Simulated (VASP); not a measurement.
# Zn4SeO3 (P4/mmm) in VASP: notebook

Zn4SeO3 is run at these levels: PBE; tasks: relaxation of cell and atoms, single point.

All numbers are computed with VASP 6.6.1; they aren't measurements. Logs are shortened: lines on timing, memory, paths and dates and some standing lists are left out, and cuts for length are marked.

## (1) The cell of the first run

Symmetry: P4/mmm, No. 123, tetragonal system. The conventional cell has a = 4.009 Å, b = 4.009 Å, c = 8.147 Å, α = 90.00°, β = 90.00°, γ = 90.00°. Zn (site symmetry mmm) has 2 Zn at 2.00 Å and 6 O at 2.00 to 2.44 Å within 2.7 Å. Zn (site symmetry 4/mmm) has 4 Se at 2.84 Å within 3.7 Å. Zn (site symmetry 4/mmm) has 2 O at 1.40 Å within 1.9 Å. Within 3.5 Å of Se (site symmetry 4/mmm) lie 2 O at 2.68 Å and 4 Zn at 2.84 Å. Within 2.7 Å of O (site symmetry 4/mmm) lie 4 Zn at 2.00 Å. O (site symmetry 4mm) has 1 Zn at 1.40 Å within 1.9 Å.

## (2) Relaxation of cell and atoms, PBE

INCAR reads:

```
PREC     = Accurate       # precision mode
ENCUT    = 600            # plane-wave cutoff, eV
EDIFF    = 1E-6           # SCF threshold, eV
ISMEAR   = 0              # smearing method
SIGMA    = 0.15           # smearing width, eV
LREAL    = F              # projectors in reciprocal space
LASPH    = T              # aspherical terms in the spheres
NELM     = 80             # most SCF steps
ALGO     = Normal         # electronic algorithm
ISIF     = 3              # what is computed and relaxed
LWAVE    = F              # write WAVECAR
LCHARG   = F              # write CHGCAR
GGA      = PE             # functional
IBRION   = 2              # ionic algorithm
NSW      = 36             # ionic steps
EDIFFG   = -0.08          # ionic threshold
```

KPOINTS reads:

```
regular mesh
0
Gamma
  3 3 2
```

POSCAR reads:

```
Zn4SeO3
1.0
    4.0094524400      0.0000000000      0.0000000000
    0.0000000000      4.0094524400      0.0000000000
    0.0000000000      0.0000000000      8.1473898700
Zn Se O
4 1 3
Direct
    0.5000000000      0.0000000000      0.5000000000
    0.0000000000      0.5000000000      0.5000000000
    0.5000000000      0.5000000000      0.0000000000
    0.0000000000      0.0000000000      0.5000000000
    0.0000000000      0.0000000000      0.0000000000
    0.5000000000      0.5000000000      0.5000000000
    0.0000000000      0.0000000000      0.6716419400
    0.0000000000      0.0000000000      0.3283580600
```

Potentials or basis: VASP PAW PBE potentials, release 64 (Zn, Se, O).

Launch:

```console
cat potpaw_PBE.64/Zn/POTCAR potpaw_PBE.64/Se/POTCAR potpaw_PBE.64/O/POTCAR > POTCAR
mpirun -np 1 vasp_std > vasp.out
```

OUTCAR:

```text
PREC = Accurate
   ENCUT = 600
   EDIFF = 1E-6
   ISMEAR = 0
   LREAL = F
   LASPH = T
   NELM = 80
   ISIF = 3
   GGA = PE
   IBRION = 2
   NSW = 36
   EDIFFG = -0.08

 ion  position               nearest neighbor table
   1  0.500  0.000  0.500-   4 2.00   6 2.00   6 2.00   4 2.00   7 2.44   8 2.44   7 2.44   8 2.44
                             2 2.84   2 2.84   2 2.84   2 2.84
   2  0.000  0.500  0.500-   4 2.00   6 2.00   4 2.00   6 2.00   7 2.44   7 2.44   8 2.44   8 2.44
                             1 2.84   1 2.84   1 2.84   1 2.84
   3  0.500  0.500  0.000-   5 2.84   5 2.84   5 2.84   5 2.84
   4  0.000  0.000  0.500-   7 1.40   8 1.40   1 2.00   2 2.00   2 2.00   1 2.00
   5  0.000  0.000  0.000-   3 2.84   3 2.84   3 2.84   3 2.84
   6  0.500  0.500  0.500-   1 2.00   2 2.00   1 2.00   2 2.00
   7  0.000  0.000  0.672-   4 1.40   2 2.44   1 2.44   2 2.44   1 2.44
   8  0.000  0.000  0.328-   4 1.40   2 2.44   1 2.44   2 2.44   1 2.44

  LATTYP: Found a simple tetragonal cell.
 ALAT       =     4.0094524400
 C/A-ratio  =     2.0320455204

  Lattice vectors:

 A1 = (   4.0094524400,   0.0000000000,   0.0000000000)
 A2 = (   0.0000000000,   4.0094524400,   0.0000000000)
 A3 = (   0.0000000000,   0.0000000000,   8.1473898700)

Analysis of symmetry for initial positions (statically):
=====================================================================
 Subroutine PRICEL returns:
 Original cell was already a primitive cell.

 Routine SETGRP: Setting up the symmetry group for a
 simple tetragonal supercell.

 Subroutine GETGRP returns: Found 16 space group operations
 (whereof 16 operations were pure point group operations)
 out of a pool of 16 trial point group operations.

The static configuration has the point symmetry D_4h.

Analysis of symmetry for dynamics (positions and initial velocities):
=====================================================================
 Subroutine PRICEL returns:
 Original cell was already a primitive cell.

 Routine SETGRP: Setting up the symmetry group for a
 simple tetragonal supercell.

 Subroutine GETGRP returns: Found 16 space group operations
 (whereof 16 operations were pure point group operations)
 out of a pool of 16 trial point group operations.

The dynamic configuration has the point symmetry D_4h.

 Subroutine INISYM returns: Found 16 space group operations
 (whereof 16 operations are pure point group operations),
 and found     1 'primitive' translations

----------------------------------------------------------------------------------------

                                     Primitive cell

  volume of cell :     130.9751

  direct lattice vectors                    reciprocal lattice vectors
     4.009452440  0.000000000  0.000000000     0.249410615  0.000000000  0.000000000
     0.000000000  4.009452440  0.000000000     0.000000000  0.249410615  0.000000000
     0.000000000  0.000000000  8.147389870     0.000000000  0.000000000  0.122738695

  length of vectors
     4.009452440  4.009452440  8.147389870     0.249410615  0.249410615  0.122738695

  position of ions in fractional coordinates (direct lattice)
     0.500000000  0.000000000  0.500000000
     0.000000000  0.500000000  0.500000000
     0.500000000  0.500000000  0.000000000
     0.000000000  0.000000000  0.500000000
     0.000000000  0.000000000  0.000000000
     0.500000000  0.500000000  0.500000000
     0.000000000  0.000000000  0.671641940
     0.000000000  0.000000000  0.328358060

  ion indices of the primitive-cell ions
   primitive index   ion index
                 1           1
                 2           2
                 3           3
                 4           4
                 5           5
                 6           6
                 7           7
                 8           8

----------------------------------------------------------------------------------------

 KPOINTS: regular mesh

Automatic generation of k-mesh.
 Grid dimensions read from file:
 generate k-points for:    3    3    2

 Generating k-lattice:

  Cartesian coordinates                     Fractional coordinates (reciprocal lattice)
     0.083136872  0.000000000  0.000000000     0.333333333  0.000000000  0.000000000
     0.000000000  0.083136872  0.000000000     0.000000000  0.333333333  0.000000000
     0.000000000  0.000000000  0.061369347     0.000000000  0.000000000  0.500000000

  Length of vectors
     0.083136872  0.083136872  0.061369347

  Shift w.r.t. Gamma in fractional coordinates (k-lattice)
     0.000000000  0.000000000  0.000000000

 Subroutine IBZKPT returns following result:
 ===========================================

 Found      6 irreducible k-points:

 Following reciprocal coordinates:
            Coordinates               Weight
  0.000000  0.000000  0.000000      1.000000
  0.333333  0.000000  0.000000      4.000000
  0.333333  0.333333  0.000000      4.000000
  0.000000  0.000000  0.500000      1.000000
  0.333333  0.000000  0.500000      4.000000
  0.333333  0.333333  0.500000      4.000000
   k-points           NKPTS =      6   k-points in BZ     NKDIM =      6   number of bands    NBANDS=     43
   number of dos      NEDOS =    301   number of ions     NIONS =      8
   total plane-waves  NPLWV =  71680
   dimension x,y,z NGX =    32 NGY =   32 NGZ =   70
   dimension x,y,z NGXF=    64 NGYF=   64 NGZF=  140
   ions per type =               4   1   3
   NGX,Y,Z   is equivalent  to a cutoff of  13.27, 13.27, 14.28 a.u.
   NGXF,Y,Z  is equivalent  to a cutoff of  26.54, 26.54, 28.57 a.u.
 SYSTEM =  unknown system
   PREC   = accura    normal or accurate (medium, high low for compatibility)
   ISTART =      0    job   : 0-new  1-cont  2-samecut
   ICHARG =      2    charge: 1-file 2-atom 10-const
   ISPIN  =      1    spin polarized calculation?
   LNONCOLLINEAR =      F non collinear calculations
   LSORBIT =      F    spin-orbit coupling
   LASPH  =      T    aspherical Exc in radial PAW
   ENCUT  =  600.0 eV  44.10 Ry    6.64 a.u.   8.01  8.01 16.27*2*pi/ulx,y,z
   NELM   =     80;   NELMIN=  2; NELMDL= -5     # of ELM steps
   EDIFF  = 0.1E-05   stopping-criterion for ELM
   LREAL  =      F    real-space projection
   EDIFFG = -.8E-01   stopping-criterion for IOM
   NSW    =     36    number of steps for IOM
   IBRION =      2    ionic relax: 0-MD 1-quasi-New 2-CG
   NFREE  =      1    steps in history (QN), initial steepest desc. (CG)
   ISIF   =      3    stress and relaxation
   ISYM   =      2    0-nonsym 1-usesym 2-fastsym
   POTIM  = 0.5000    time-step for ionic-motion
   TEBEG  =    0.0;   TEEND  =   0.0 temperature during run
   PSTRESS=    0.0 pullay stress
   NELECT =      72.0000    total number of electrons
   NUPDOWN=      -1.0000    fix difference up-down
   EMIN   =  10.00;   EMAX   =-10.00  energy-range for DOS
   EFERMI =   0.00;   METHOD = LEGACY
   ISMEAR =     0;   SIGMA  =   0.15  broadening in eV -4-tet -1-fermi 0-gaus
   EFERMI_NEDOS =   21; number of points for ismear=-14 and -15
   IALGO  =     38    algorithm
   IMIX   =      4    mixing-type and parameters
     AMIX     =   0.40;   BMIX     =  1.00
     AMIX_MAG =   1.60;   BMIX_MAG =  1.00
  volume/ion in A,a.u.               =      16.37       110.48
  Fermi-wavevector in a.u.,A,eV,Ry     =   1.341084  2.534282 24.470179  1.798507
  Thomas-Fermi vector in A             =   2.469346
   LORBIT       =      0    0 simple, 1 ext, 2 COOP (PROOUT), +10 PAW based schemes
   GGA     = PE    functional components
   LHFCALC =     F    Hartree Fock is set to
   AEXX    =    0.0000 exact exchange contribution
   IVDW    =     0    specifies the selected vdW correction
   LEPSILON=     F    determine dielectric tensor
   LRPA    =     F    only Hartree local field effects (RPA)
 conjugate gradient relaxation of ions
 non-spin polarized calculation
 Gauss-broadening in eV      SIGMA  =   0.15
  energy-cutoff  :      600.00
  volume of cell :      130.98
 maximum number of plane-waves:      4392
   NGX = 17   NGY = 17   NGZ = 33

--------------------------------------- Ionic step        1  -------------------------------------------

 number of electron      72.0000093 magnetization

 Free energy of the ion-electron system (eV)
  ---------------------------------------------------
  ext. energy  EPLUGINS =         0.00000000
  ---------------------------------------------------
  free energy    TOTEN  =       -12.36969138 eV

  energy without entropy =      -12.33402624  energy(sigma->0) =      -12.35185881

------------------------ aborting loop because EDIFF is reached ----------------------------------------

  FORCE on cell =-STRESS in cart. coord.  units (eV):
  Direction    XX          YY          ZZ          XY          YZ          ZX
  --------------------------------------------------------------------------------------
  -------------------------------------------------------------------------------------
  Total       23.1723909     23.1723909     77.4290053      0.0000000     -0.0000000      0.0000000
  in kB      283.4606624    283.4606624    947.1649778      0.0000000     -0.0000000      0.0000000
  external PRESSURE =     504.6954342 kB  Pullay stress =       0.0000000 kB
[... 107 lines left out ...]
  FREE ENERGIE OF THE ION-ELECTRON SYSTEM (eV)
  ---------------------------------------------------
  free  energy   TOTEN  =       -17.3010594931 eV

  energy  without entropy=      -17.2289913833  energy(sigma->0) =      -17.26502544

 E-fermi :  -0.3528     XC(G=0):  -8.4005

 val. band max:       -0.3899077405   @ k =   0.3333   0.3333   0.0000
 cond. band min:      -0.1134571341   @ k =   0.3333   0.3333   0.5000
 fundamental gap:      0.2764506063
 Fermi energy:        -0.3528109704

 k-point     1 :       0.0000    0.0000    0.0000
  band No.  band energies     occupation
      1     -17.6291      2.00000
      2     -17.3506      2.00000
      3     -17.1885      2.00000
      4     -12.4305      2.00000
      5      -9.0673      2.00000
      6      -8.9970      2.00000
[... 265 lines left out ...]
     42       4.0546      0.00000
     43       4.9372      0.00000

[... ionic steps 4 to 15 ...]

--------------------------------------- Ionic step       16  -------------------------------------------

 number of electron      72.0000071 magnetization

------------------------ aborting loop because EDIFF is reached ----------------------------------------

  FORCE on cell =-STRESS in cart. coord.  units (eV):
  Direction    XX          YY          ZZ          XY          YZ          ZX
  --------------------------------------------------------------------------------------
  -------------------------------------------------------------------------------------
  Total        0.5001230      0.5001230      2.3133092      0.0000000      0.0000000      0.0000000
  in kB        5.1431552      5.1431552     23.7895659      0.0000000      0.0000000      0.0000000
  external PRESSURE =      11.3586254 kB  Pullay stress =       0.0000000 kB
[... 69 lines left out ...]
  energy  without entropy=      -22.3239678955  energy(sigma->0) =      -22.33502407

--------------------------------------- Ionic step       18  -------------------------------------------

 number of electron      72.0000074 magnetization

 Free energy of the ion-electron system (eV)
  ---------------------------------------------------
  ext. energy  EPLUGINS =         0.00000000
  ---------------------------------------------------
  free energy    TOTEN  =       -22.34742922 eV

  energy without entropy =      -22.32518600  energy(sigma->0) =      -22.33630761

 E-fermi :   0.4204     XC(G=0):  -8.8141

 val. band max:        0.4131695254   @ k =   0.3333   0.0000   0.5000
 cond. band min:       0.7195564716   @ k =   0.3333   0.3333   0.5000
 fundamental gap:      0.3063869462
 Fermi energy:         0.4204385808

 k-point     1 :       0.0000    0.0000    0.0000
  band No.  band energies     occupation
      1     -18.0636      2.00000
      2     -17.5032      2.00000
      3     -16.9564      2.00000
      4     -12.0570      2.00000
      5      -8.5705      2.00000
      6      -8.4954      2.00000
[... 300 lines left out ...]
  FREE ENERGIE OF THE ION-ELECTRON SYSTEM (eV)
  ---------------------------------------------------
  free  energy   TOTEN  =       -22.3474292169 eV

  energy  without entropy=      -22.3251860020  energy(sigma->0) =      -22.33630761

 reached required accuracy - stopping structural energy minimisation
```

Wall time 9.9 min (1 thread of AMD EPYC 9R45 (Zen 5), shared host); peak memory 0.25 GiB.

Results:

```
Free energy                            : -22.3474 eV
Relaxed volume                         : 19.76 Å³/atom
Relaxed cell                           : a = 4.547 Å, b = 4.547 Å, c = 7.646 Å, α = 90.00°, β = 90.00°, γ = 90.00°
Space group after relaxing (to 0.05 Å) : P4/mmm (No. 123)
Energy gained by relaxing              : 1247.2 meV/atom
Ionic steps                            : 18
Pressure after relaxing                : 0.0 GPa
Largest force after relaxing           : 0.028 eV/Å
Band gap on the k mesh                 : zero (band 36 reaches 0.41 eV, above the bottom of band 37 at 0.23 eV)
```

Forces in eV/Å, atoms in the order of the input:
```
Zn   0.000  0.000  0.000
Zn   0.000  0.000  0.000
Zn   0.000  0.000  0.000
Zn   0.000  0.000  0.000
Se   0.000  0.000  0.000
O    0.000  0.000  0.000
O    0.000  0.000  0.028
O    0.000  0.000 -0.028
```

Step by step:
```
step  energy change (eV)  largest force (eV/Å)  pressure (GPa)  volume (Å³)
   1              0.0000               25.2311           50.47       130.98
   2             -4.8607                3.1647           -6.79       249.58
   3             -4.9314                3.1655           -6.26       242.30
   4             -4.9695                3.1279           -5.86       236.57
   5             -5.3533                1.8671           -2.75       196.44
   6             -6.6171                0.8572            1.56       161.87
   7             -7.4465                0.5683            8.35       145.97
   8             -7.3921                0.5701           13.73       139.56
   9             -7.4736                0.2662           10.04       143.68
  10             -9.4161                0.1031           -3.37       168.13
  11             -9.4406                0.1865           -4.50       172.54
  12             -9.8039                1.2982           -1.25       162.74
  13             -9.8210                1.5469           -0.34       160.51
  14             -9.9576                0.5570            0.83       156.56
  15             -9.9619                0.2540            1.22       155.66
  16             -9.9621                0.3027            1.14       155.80
  17             -9.9764                0.0434           -0.30       158.75
  18             -9.9777                0.0281            0.01       158.08
```

Final structure:
```yaml
crystal:
  lattice:
    - [4.54688, 0.00000, 0.00000]
    - [0.00000, 4.54688, 0.00000]
    - [0.00000, 0.00000, 7.64613]
  atoms:
    - { symbol: Zn, position: [0.50000, 0.00000, 0.50000] }
    - { symbol: Zn, position: [0.00000, 0.50000, 0.50000] }
    - { symbol: Zn, position: [0.50000, 0.50000, 0.00000] }
    - { symbol: Zn, position: [0.00000, 0.00000, 0.50000] }
    - { symbol: Se, position: [0.00000, 0.00000, 0.00000] }
    - { symbol: O, position: [0.50000, 0.50000, 0.50000] }
    - { symbol: O, position: [0.00000, 0.00000, 0.74157] }
    - { symbol: O, position: [0.00000, 0.00000, 0.25843] }
```

Levels at points of the mesh, in eV from the Fermi level:
| k point | band 33 | band 34 | band 35 | band 36 | band 37 | band 38 | band 39 | band 40 |
| --- | --- | --- | --- | --- | --- | --- | --- | --- |
| (0.00, 0.00, 0.00) | -2.22 | -1.52 | -0.64 | -0.64 | -0.18 | 0.85 | 2.11 | 2.69 |
| (0.00, 0.00, 0.50) | -2.25 | -2.20 | -1.14 | -0.19 | -0.19 | 0.86 | 2.48 | 2.48 |

Caveat: the k points lie up to 0.46 Å⁻¹ apart in the final cell; the volume moved by over 15 % at a fixed basis, so the end points are rough; the relaxation stopped at a loose force limit of 0.08 eV/Å, so its end isn't a converged minimum.

## (3) Single point, PBE

This run uses another cell than the first one, of 19.54 Å³/atom, 1.193 times its volume.

INCAR reads:

```
SYSTEM = Zn4SeO3
  PREC = Accurate
  ENCUT = 520
  EDIFF = 1E-6
  ISMEAR = 0
  SIGMA = 0.15
  LREAL = .False.
  LASPH = .True.
  NELM = 80
  ALGO = Normal
  ISIF = 2
  LWAVE = .False.
  LCHARG = .True.
  GGA = PE
  LELF = .True.
  LVHAR = .True.
  NBANDS = 46
```

KPOINTS reads:

```
regular mesh
0
Gamma
  3 3 2
  0 0 0
```

POSCAR reads:

```
Zn4SeO3
1.0
    4.5244045528      0.0000000000      0.0000000000
    0.0000000000      4.5244045528      0.0000000000
    0.0000000000      0.0000000000      7.6349563077
Zn Se O
4 1 3
Direct
    0.5000000000      0.0000000000      0.5000000000
    0.0000000000      0.5000000000      0.5000000000
    0.5000000000      0.5000000000      0.0000000000
    0.0000000000      0.0000000000      0.5000000000
    0.0000000000      0.0000000000      0.0000000000
    0.5000000000      0.5000000000      0.5000000000
    0.0000000000      0.0000000000      0.7410306326
    0.0000000000      0.0000000000      0.2589693674
```

Potentials or basis: VASP PAW PBE potentials, release 64 (Zn, Se, O).

Launch:

```console
cat potpaw_PBE.64/Zn/POTCAR potpaw_PBE.64/Se/POTCAR potpaw_PBE.64/O/POTCAR > POTCAR
mpirun -np 1 vasp_std > vasp.out
```

Run time: 58 s. Hardware: 1 thread of Intel Xeon Platinum 8488C (Sapphire Rapids), shared host; peak memory 0.27 GiB.

Results (log left out):

| Property | Result |
| --- | --- |
| Free energy | -22.3578 eV |
| Pressure | 0.8 GPa |
| Largest force | 0.115 eV/Å |
| Band gap on the k mesh | zero (band 36 reaches 0.47 eV, above the bottom of band 37 at 0.28 eV) |

Forces in eV/Å, atoms in the order of the input:
```
Zn   0.000  0.000  0.000
Zn   0.000  0.000  0.000
Zn   0.000  0.000  0.000
Zn   0.000  0.000  0.000
Se   0.000  0.000  0.000
O    0.000  0.000  0.000
O    0.000  0.000  0.115
O    0.000  0.000 -0.115
```

Stress tensor (GPa, compression positive):
```
0.86 0.00 0.00
0.00 0.86 0.00
0.00 0.00 0.56
```

Levels at points of the mesh, in eV from the Fermi level:
| k point | band 34 | band 35 | band 36 | band 37 | band 38 | band 39 |
| --- | --- | --- | --- | --- | --- | --- |
| (0.00, 0.00, 0.00) | -1.51 | -0.66 | -0.66 | -0.15 | 0.91 | 2.11 |
| (0.00, 0.00, 0.50) | -2.22 | -1.14 | -0.20 | -0.20 | 0.92 | 2.51 |

Caveat: the k points lie up to 0.46 Å⁻¹ apart.
